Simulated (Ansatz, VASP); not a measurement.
One calculation of CdS, two programs

```
Cd S
1.0
     4.16471    0.00000    0.00000
    -2.08235    3.60674    0.00000
     0.00000    0.00000    6.76789
Cd S
2 2
Direct
  0.33333 0.66667 0.94466
  0.66667 0.33333 0.44466
  0.33333 0.66667 0.43234
  0.66667 0.33333 0.93234
```

Change from the starting cell: polar distortion scaled by 0.10.

Alike in both runs: task single point; functional r2SCAN; k mesh 9 × 9 × 4; no spin polarisation.

|  | VASP | Ansatz |
| --- | --- | --- |
| version | VASP 6.6.1 | Ansatz 0.2.0 |
| potentials or method | VASP PAW PBE potentials, release 64 (Cd, S), cutoff 520 eV | scalar-relativistic, plane waves, PAW |
| occupations | gaussian, width 0.01 eV | fixed |
| valence electrons in the cell | 36 | 52 |

|  | VASP | Ansatz | Ansatz less VASP |
| --- | --- | --- | --- |
| gap on the k mesh at the Fermi level (eV) | 1.87 | 1.87 | -0.004 |
| least direct gap on the mesh (eV) | 1.87 | 1.87 | -0.004 |
| pressure (GPa) | 4.0 | 3.7 | -0.37 |
| traceless stress, the component that is largest in VASP (GPa) | -6.65 | -6.37 | +0.286 |
| rms of the force components (eV/Å) | 0.099 | 0.097 | -0.0024 |

VASP's potentials were made for PBE, not for r2SCAN. Atom by atom the forces differ by 0.002 eV/Å (rms over components). VASP's potentials hold 36 valence electrons a cell and Ansatz's 52, so a difference there can come from the potentials and not from the codes.
